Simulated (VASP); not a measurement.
GaN, 2 atoms in the cell. It takes space group I4mm (No. 107, tetragonal). Conventional cell: a = 3.020 Å, b = 3.020 Å, c = 4.270 Å, α = 90.00°, β = 90.00°, γ = 90.00°. Ga (site symmetry 4mm) has 6 N at 1.89 to 2.39 Å within 2.5 Å. N (site symmetry 4mm) has 6 Ga at 1.89 to 2.39 Å within 2.5 Å.  This cell differs from its parent crystal: all Ga atoms moved -0.250 Å, as atom 1 towards its neighbour atom 2 (N) at 2.135 Å.

| Quantity | Value |
| --- | --- |
| Program | VASP 6.6.1 |
| Task | single point |
| Functional | r2SCAN |
| Potentials or basis | VASP PAW PBE potentials, release 64 (Ga_d, N) |
| Cutoff | 520 eV |
| k mesh | 12 × 12 × 12 |
| Occupations | gaussian, width 0.05 eV |
| Spin | no spin polarisation |
| Dipole correction | no |
| Further INCAR settings | ALGO = Normal; EDIFF = 1e-06; NBANDS = 16 |

Potentials or basis: VASP PAW PBE potentials, release 64 (Ga_d, N).

Run with:

```bash
$ cat potpaw_PBE.64/Ga_d/POTCAR potpaw_PBE.64/N/POTCAR > POTCAR
$ cp INCAR.step1 INCAR
$ mpirun -np 1 vasp_std > vasp.out
$ cp INCAR.step2 INCAR
$ mpirun -np 1 vasp_std > vasp.out
```

Hardware: 1 thread of AMD EPYC 7R43 64-Core Processor (Zen 3), with other jobs on the host.

Task: How long does it take, and how much memory?

Result: It took 3.5 min on 1 thread of AMD EPYC 7R43 64-Core Processor (Zen 3), with other jobs on the host, peak memory 0.15 GiB. Counts: k points 163.
